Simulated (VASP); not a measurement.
# Pb (R-3m) in VASP: notebook, part 2 of 2

VASP 6.6.1. Earlier steps stand in the parts before.

## (3) Single point, PBE

This run uses another cell than the first one, of the same volume but with other edges.

The input, INCAR:

```
PREC     = Accurate       # precision mode
ENCUT    = 520            # plane-wave cutoff, eV
EDIFF    = 1E-6           # SCF threshold, eV
ISMEAR   = 0              # smearing method
SIGMA    = 0.15           # smearing width, eV
LREAL    = False          # projectors in reciprocal space
LASPH    = True           # aspherical terms in the spheres
NELM     = 60             # most SCF steps
ALGO     = Fast           # electronic algorithm
ISIF     = 2              # what is computed and relaxed
LWAVE    = False          # write WAVECAR
LCHARG   = False          # write CHGCAR
GGA      = PE             # functional
NBANDS   = 13             # bands
```

The input, KPOINTS:

```
regular mesh
0
Gamma
  18 18 18
```

The input, POSCAR:

```
Pb
1.0
    0.1283864713      2.5356328079      2.5356328079
    2.5356328079      0.1283864713      2.5356328079
    2.5356328079      2.5356328079      0.1283864713
Pb
1
Direct
    0.0000000000      0.0000000000      0.0000000000
```

Potentials or basis: VASP PAW PBE potentials, release 64 (Pb_d).

Command:

```bash
$ cat potpaw_PBE.64/Pb_d/POTCAR > POTCAR
$ mpirun -np 1 vasp_std > vasp.out
```

OUTCAR:

```text
PREC = Accurate
   ENCUT = 520
   EDIFF = 1E-6
   ISMEAR = 0
   LREAL = False
   LASPH = True
   NELM = 60
   ISIF = 2
   GGA = PE

 ion  position               nearest neighbor table
   1  0.000  0.000  0.000-

  LATTYP: Found a trigonal (rhomboedric) cell.
 ALAT       =     3.5882238725
 COS(alpha) =     0.5499279885

  Lattice vectors:

 A1 = (   0.1283864713,   2.5356328079,   2.5356328079)
 A2 = (   2.5356328079,   0.1283864713,   2.5356328079)
 A3 = (   2.5356328079,   2.5356328079,   0.1283864713)

Analysis of symmetry for initial positions (statically):
=====================================================================
 Subroutine PRICEL returns:
 Original cell was already a primitive cell.

 Routine SETGRP: Setting up the symmetry group for a
 trigonal (rhombohedral) supercell.

 Subroutine GETGRP returns: Found 12 space group operations
 (whereof 12 operations were pure point group operations)
 out of a pool of 12 trial point group operations.

The static configuration has the point symmetry D_3d.

Analysis of symmetry for dynamics (positions and initial velocities):
=====================================================================
 Subroutine PRICEL returns:
 Original cell was already a primitive cell.

 Routine SETGRP: Setting up the symmetry group for a
 trigonal (rhombohedral) supercell.

 Subroutine GETGRP returns: Found 12 space group operations
 (whereof 12 operations were pure point group operations)
 out of a pool of 12 trial point group operations.

The dynamic configuration has the point symmetry D_3d.

 Subroutine INISYM returns: Found 12 space group operations
 (whereof 12 operations are pure point group operations),
 and found     1 'primitive' translations

----------------------------------------------------------------------------------------
[... 111 lines left out ...]
     AMIX_MAG =   1.60;   BMIX_MAG =  1.00
  volume/ion in A,a.u.               =      30.13       203.33
  Fermi-wavevector in a.u.,A,eV,Ry     =   1.267980  2.396135 21.875082  1.607773
  Thomas-Fermi vector in A             =   2.401099
   LORBIT       =      0    0 simple, 1 ext, 2 COOP (PROOUT), +10 PAW based schemes
   GGA     = PE    functional components
   LHFCALC =     F    Hartree Fock is set to
   AEXX    =    0.0000 exact exchange contribution
   IVDW    =     0    specifies the selected vdW correction
   LEPSILON=     F    determine dielectric tensor
   LRPA    =     F    only Hartree local field effects (RPA)
 non-spin polarized calculation
 RMM-DIIS sequential band-by-band and
 Gauss-broadening in eV      SIGMA  =   0.15
  energy-cutoff  :      520.00
  volume of cell :       30.13
 maximum number of plane-waves:       828
   NGX = 13   NGY = 13   NGZ = 13

 number of electron      14.0000002 magnetization

 Free energy of the ion-electron system (eV)
  ---------------------------------------------------
  ext. energy  EPLUGINS =         0.00000000
  ---------------------------------------------------
  free energy    TOTEN  =        -3.53590130 eV

  energy without entropy =       -3.53060016  energy(sigma->0) =       -3.53325073

 E-fermi :   7.4037     XC(G=0): -10.2111

 val. band max:        7.4028000153   @ k =  -0.1667  -0.3333   0.0556
 cond. band min:       7.4041660785   @ k =  -0.4444   0.2778  -0.0000
 fundamental gap:      0.0013660632
 Fermi energy:         7.4037446520

 k-point     1 :       0.0000    0.0000    0.0000
  band No.  band energies     occupation
      1      -9.7791      2.00000
      2      -9.7226      2.00000
      3      -9.7226      2.00000
      4      -9.5732      2.00000
      5      -9.5732      2.00000
      6      -4.4613      2.00000
      7      13.4260      0.00000
      8      15.4336      0.00000
      9      15.4336      0.00000
     10      17.4177      0.00000
     11      17.5700      0.00000
     12      20.0069      0.00000
     13      20.5350      0.00000
[... 354 lines left out ...]
  band No.  band energies     occupation
      1      -9.7570      2.00000
      2      -9.7039      2.00000
      3      -9.6372      2.00000
      4      -9.5859      2.00000
      5      -9.5388      2.00000
      6      -3.2213      2.00000
      7       8.6947      0.00000
      8      12.8548      0.00000
      9      13.7108      0.00000
     10      16.6094      0.00000
     11      18.2882      0.00000
     12      19.0634      0.00000
     13      19.5236      0.00000

 [... further k-points ...]
[... 5 lines left out ...]
  --------------------------------------------------------------------------------------
  -------------------------------------------------------------------------------------
  Total        0.5518049      0.5518049      0.5518049     -0.2080917     -0.2080917     -0.2080917
  in kB       29.3413952     29.3413952     29.3413952    -11.0649649    -11.0649649    -11.0649649
  external PRESSURE =      29.3413952 kB  Pullay stress =       0.0000000 kB

 VOLUME and BASIS-vectors are now :
 -----------------------------------------------------------------------------
  energy-cutoff  :      520.00
  volume of cell :       30.13
      direct lattice vectors                 reciprocal lattice vectors
     0.128386471  2.535632808  2.535632808    -0.212834753  0.202577656  0.202577656
     2.535632808  0.128386471  2.535632808     0.202577656 -0.212834753  0.202577656
     2.535632808  2.535632808  0.128386471     0.202577656  0.202577656 -0.212834753

 POSITION                                       TOTAL-FORCE (eV/Angst)
 -----------------------------------------------------------------------------------
      0.00000      0.00000      0.00000        -0.000000      0.000000     -0.000000
 -----------------------------------------------------------------------------------
    total drift:                               -0.000000     -0.000000     -0.000000

  FREE ENERGIE OF THE ION-ELECTRON SYSTEM (eV)
  ---------------------------------------------------
  free  energy   TOTEN  =        -3.5359013043 eV

  energy  without entropy=       -3.5306001640  energy(sigma->0) =       -3.53325073
```

stdout:

```text
POSCAR found type information on POSCAR Pb
 POSCAR found :  1 types and       1 ions
 scaLAPACK will be used
 LDA part: xc-table for (Slater+PW92), standard interpolation
 POSCAR, INCAR and KPOINTS ok, starting setup
 FFT: planning ... GRIDC
 FFT: planning ... GRID_SOFT
 FFT: planning ... GRID
 WAVECAR not read
 entering main loop
WARNING in EDDRMM: call to ZHEGV failed, returncode =   8  4     12
WARNING in EDDRMM: call to ZHEGV failed, returncode =   8  4     11
WARNING in EDDRMM: call to ZHEGV failed, returncode =   8  4     13
WARNING in EDDRMM: call to ZHEGV failed, returncode =   8  4     11
```

It took 6.3 min on 1 thread of Intel Xeon 8259CL, shared host; peak memory 0.33 GiB.

What came out:

| Quantity | Value |
| --- | --- |
| Free energy | -3.5359 eV |
| Pressure | 2.9 GPa |
| Band gap on the k mesh | zero (bands 7 and 8 overlap by 7.62 eV) |

Caveat: spin-orbit coupling is left out, which moves the levels of the heavy elements.
